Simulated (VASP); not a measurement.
# SnO: single point with r2SCAN

The system is SnO.

```xyz
4
Lattice="3.7926 0.0000 0.0000 0.0000 3.7926 0.0000 0.0000 0.0000 4.7584" Properties=species:S:1:pos:R:3 pbc="T T T"
Sn    0.0000    1.8963    1.1469
Sn    1.8963    0.0000    3.6115
O     1.8963    1.8963    0.0000
O     0.0000    0.0000    0.0000
```

```yaml
Program: VASP 6.6.1
Task: single point
Functional: r2SCAN
Potentials_or_basis: VASP PAW PBE potentials, release 64 (Sn_d, O_h)
Cutoff: 910 eV
k_mesh: 6 × 6 × 6
Occupations: fermi-dirac, width 0.02 eV
Spin: no spin polarisation
Dipole_correction: no
Further_INCAR_settings: ALGO = Normal; EDIFF = 1e-06; NBANDS = 28
```

```
Pressure               : 1.7 GPa
Largest force          : 0.105 eV/Å
Band gap on the k mesh : 0.03 eV (least direct gap 2.20 eV)
```

Forces on the atoms (eV/Å):
```
Sn   0.000  0.000  0.105
Sn   0.000  0.000 -0.105
O    0.000  0.000  0.000
O    0.000  0.000  0.000
```

Levels at points of the mesh, in eV from the valence-band top:
| k point | band 16 | band 17 | band 18 | band 19 | band 20 | band 21 | band 22 | band 23 | band 24 | band 25 |
| --- | --- | --- | --- | --- | --- | --- | --- | --- | --- | --- |
| (0.00, 0.00, 0.00) | -6.87 | -3.99 | -3.69 | -3.69 | 0.00 | 2.48 | 4.74 | 4.74 | 4.77 | 6.18 |
| (0.50, 0.00, 0.00) | -5.52 | -5.40 | -5.40 | -3.10 | -3.10 | 3.55 | 3.55 | 6.15 | 6.15 | 6.47 |
| (0.50, 0.50, 0.00) | -5.66 | -3.00 | -3.00 | -2.17 | -2.17 | 0.03 | 0.03 | 4.76 | 4.76 | 7.89 |
| (0.00, 0.00, 0.50) | -4.07 | -3.70 | -3.70 | -2.96 | -2.62 | 1.96 | 2.96 | 2.96 | 3.73 | 8.55 |
| (0.50, 0.00, 0.50) | -6.01 | -5.35 | -5.35 | -2.08 | -2.08 | 2.86 | 2.86 | 5.59 | 5.59 | 7.16 |
| (0.50, 0.50, 0.50) | -6.15 | -3.04 | -3.04 | -3.01 | -3.01 | 2.37 | 2.37 | 4.53 | 4.53 | 5.99 |

It took 6 min on 1 thread of Intel(R) Xeon(R) Platinum 8375C CPU @ 2.90GHz (Ice Lake), on a shared host, peak memory 0.37 GiB.

Caveat: the cutoff is under 1.25 times the usual one of these potentials, so pressure, stress and relaxed cells hold a basis-set (Pulay) error; the PAW data sets were made with another functional, which shifts forces and pressure a little; spin-orbit coupling is left out, which moves the levels of the heavy elements. A k mesh can miss the band edges.
